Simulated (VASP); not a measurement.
In5Ga3Sb3As5:

```xyz
64
Lattice="12.1945 0.0000 0.0000 0.0000 12.1945 0.0000 0.0000 0.0000 12.1945" Properties=species:S:1:pos:R:3 pbc="T T T"
Ga   12.1693    0.0088    0.0211
Ga    6.1357    6.0931    0.0328
Ga    6.1094    6.0959    6.1071
Ga    3.0599    3.0274    6.1102
Ga    3.0215    9.1330   12.1913
Ga    9.1278    9.1181    6.1250
Ga    9.1362    6.1253    9.1473
Ga   12.1897    3.0583    9.1463
Ga    0.0074    9.1579    9.1501
Ga    6.1008    3.0240    9.1364
Ga    6.1123    9.1795    3.0372
Ga    6.1349    9.1359    9.1508
In    0.0307   12.1798    6.1010
In    0.0141    6.0655    0.0314
In    0.0068    6.1049    6.1193
In    6.1459    0.0565    0.0337
In    6.1074   12.1714    6.1287
In    3.0722    3.0753    0.0366
In    3.0592    9.1638    6.0488
In    9.1165    3.0111   12.1885
In    9.1361    3.0569    6.0953
In    9.1347    9.1557   12.1869
In    3.0522   12.1833    3.0373
In    3.0468   12.1899    9.1435
In    3.0607    6.0967    3.0367
In    3.0422    6.0879    9.1450
In    9.1608    0.0035    3.0363
In    9.1284    0.0015    9.1529
In    9.1505    6.1085    3.0410
In    0.0125    3.0426    3.0425
In   12.1654    9.1408    3.0629
In    6.0951    3.0824    3.0404
As    1.5142    1.5236    1.5242
As    1.5351    7.6294    1.5266
As    7.6865    7.6164    1.5164
As    4.5597    4.5781    1.5340
As    4.5665    4.5767    7.6300
As    4.5648   10.6440    7.6298
As   10.6653    4.5505    1.5110
As   10.6710   10.6745    1.5285
As   10.6798   10.6460    7.6210
As    4.6001    1.5361    4.5557
As    4.5649    1.5351   10.7016
As    4.5878    7.6228    4.5958
As    4.5834    7.5962   10.6752
As   10.7004    1.5312   10.6922
As   10.6509    7.6105   10.6614
As    1.5412    4.5942    4.5613
As    1.5300    4.5794   10.6667
As    1.5642   10.6789    4.5769
As    7.6217    4.5779   10.7380
As    7.6050   10.6857   10.6725
Sb    1.5245    1.4959    7.6345
Sb    1.5222    7.6088    7.6786
Sb    7.6286    1.5232    1.5407
Sb    7.6185    1.5455    7.6532
Sb    7.6134    7.6070    7.5850
Sb    4.5749   10.6735    1.4852
Sb   10.6698    4.5853    7.6010
Sb   10.6529    1.5639    4.5545
Sb   10.6524    7.5923    4.5959
Sb    1.5329   10.6805   10.6799
Sb    7.6395    4.5836    4.5995
Sb    7.6171   10.6592    4.5819
```

* Program: VASP 6.6.1
* Task: relaxation of volume and atoms at fixed shape
* Functional: PBEsol
* Potentials or basis: VASP PAW PBE potentials, release 64 (Ga_d, In_d, As, Sb)
* Cutoff: 500 eV
* k mesh: 1 × 1 × 1, shifted
* Occupations: fermi-dirac, width 0.05 eV
* Spin: no spin polarisation

At the start: pressure 1.1 GPa; volume 28.33 Å³/atom.

Problem. Where does the relaxation end?

Solution. Over 19 steps the energy falls by 74.9 meV/atom and the volume is 28.29 Å³/atom (-0.1 %); space group P1 (No. 1, to 0.1 Å) before and after.

Step by step:
```csv
step,energy change (eV),largest force (eV/Å),pressure (GPa),volume (Å³)
1,0.0000,1.9484,1.09,1813.38
2,-2.7288,0.9071,-0.95,1864.26
3,-3.1357,0.7778,-1.85,1894.03
4,-4.2182,0.6363,0.12,1812.53
5,-4.2455,0.6397,0.55,1797.59
6,-4.5717,0.2989,0.20,1805.50
7,-4.6324,0.3358,0.00,1810.81
8,-4.7199,0.1725,-0.07,1812.53
9,-4.7438,0.1340,-0.12,1814.00
10,-4.7650,0.0894,0.12,1805.91
11,-4.7664,0.0854,0.21,1803.13
12,-4.7796,0.0628,0.01,1809.65
13,-4.7801,0.0662,-0.03,1810.93
14,-4.7853,0.0402,-0.02,1810.69
15,-4.7873,0.0439,-0.01,1810.46
16,-4.7874,0.0497,-0.01,1810.41
17,-4.7900,0.0328,0.02,1809.31
18,-4.7910,0.0334,0.05,1808.11
19,-4.7927,0.0272,-0.03,1810.80
```

Final structure:
```
CELL_PARAMETERS angstrom
12.18867 0.00000 0.00000
0.00000 12.18867 0.00000
0.00000 0.00000 12.18867
ATOMIC_POSITIONS crystal
Ga 0.99982 0.00401 0.00138
Ga 0.49932 0.50409 0.99652
Ga 0.48929 0.50322 0.50605
Ga 0.25636 0.25888 0.49826
Ga 0.25062 0.73551 0.99839
Ga 0.75113 0.74941 0.51087
Ga 0.74247 0.50226 0.76270
Ga 0.00332 0.24671 0.76440
Ga 0.98456 0.74592 0.75336
Ga 0.49496 0.26519 0.75457
Ga 0.50116 0.73138 0.24908
Ga 0.49464 0.74872 0.75803
In 0.00309 0.98606 0.50822
In 0.00208 0.50401 0.99361
In 0.00828 0.49172 0.49947
In 0.49835 0.99737 0.98600
In 0.48910 0.99942 0.50300
In 0.25029 0.24995 0.99742
In 0.26081 0.75395 0.49733
In 0.75471 0.25911 0.98972
In 0.74818 0.25364 0.50630
In 0.74591 0.74912 0.99743
In 0.24439 0.00579 0.25198
In 0.26001 0.00070 0.75384
In 0.25706 0.50359 0.24774
In 0.25792 0.49462 0.75720
In 0.75528 0.98947 0.24256
In 0.75841 0.99327 0.75842
In 0.74671 0.50423 0.23685
In 0.01015 0.25625 0.24329
In 0.00975 0.75758 0.23882
In 0.48460 0.25383 0.24930
As 0.12163 0.12115 0.11575
As 0.13190 0.62491 0.11798
As 0.61341 0.62278 0.11723
As 0.37743 0.38398 0.11280
As 0.37810 0.37376 0.62130
As 0.38115 0.86742 0.63573
As 0.87914 0.38023 0.11996
As 0.88227 0.87837 0.11086
As 0.87314 0.86154 0.62966
As 0.36377 0.13148 0.38136
As 0.38214 0.13741 0.86909
As 0.38459 0.62249 0.37691
As 0.38070 0.62673 0.88180
As 0.88753 0.12362 0.87920
As 0.86840 0.62341 0.86894
As 0.13941 0.37254 0.37512
As 0.12211 0.36983 0.87292
As 0.12960 0.87419 0.37550
As 0.61603 0.38586 0.87355
As 0.61969 0.86645 0.86710
Sb 0.12916 0.13699 0.62650
Sb 0.12458 0.63227 0.63395
Sb 0.62360 0.12714 0.12112
Sb 0.61727 0.12914 0.64037
Sb 0.61993 0.62424 0.63199
Sb 0.37388 0.86154 0.12549
Sb 0.87602 0.37612 0.64734
Sb 0.87930 0.12342 0.37553
Sb 0.87486 0.63140 0.37612
Sb 0.11923 0.86643 0.88016
Sb 0.61570 0.38510 0.37929
Sb 0.62248 0.86052 0.37554
```

Caveat: the PAW data sets were made with another functional, which shifts forces and pressure a little.
